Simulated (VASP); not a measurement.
A run of VASP 6.6.1 is set up as follows.

File INCAR:

```
PREC = Accurate
ENCUT = 520
EDIFF = 1E-6
ISMEAR = 0
SIGMA = 0.15
LREAL = False
LASPH = True
NELM = 60
ALGO = Normal
ISIF = 2
LWAVE = False
LCHARG = True
GGA = PS
LELF = True
LVHAR = True
NBANDS = 11
```

The input KPOINTS:

```
regular mesh
0
Gamma
  20 20 20
```

Contents of POSCAR:

```
Pt
1.0
    0.0000000000      1.8600050000      2.0557950000
    1.8600050000      0.0000000000      2.0557950000
    1.8600050000      1.8600050000      0.0000000000
Pt
1
Direct
    0.0000000000      0.0000000000      0.0000000000
```

Potentials or basis: VASP PAW PBE potentials, release 64 (Pt).

Launch:

```bash
$ cat potpaw_PBE.64/Pt/POTCAR > POTCAR
$ mpirun -np 1 vasp_std > vasp.out
```

(1) Predict the pressure.

(2) Predict the band gap on the k mesh.

Answers

(1) 19.9 GPa.

(2) zero (bands 5 and 6 overlap by 2.97 eV).

Caveat: the cell differs from its parent crystal (strain -0.050 along x and y, +0.050 along z); the cell stands under pressure; the PAW data sets were made with another functional, which shifts forces and pressure a little; spin-orbit coupling is left out, which moves the levels of the heavy elements.
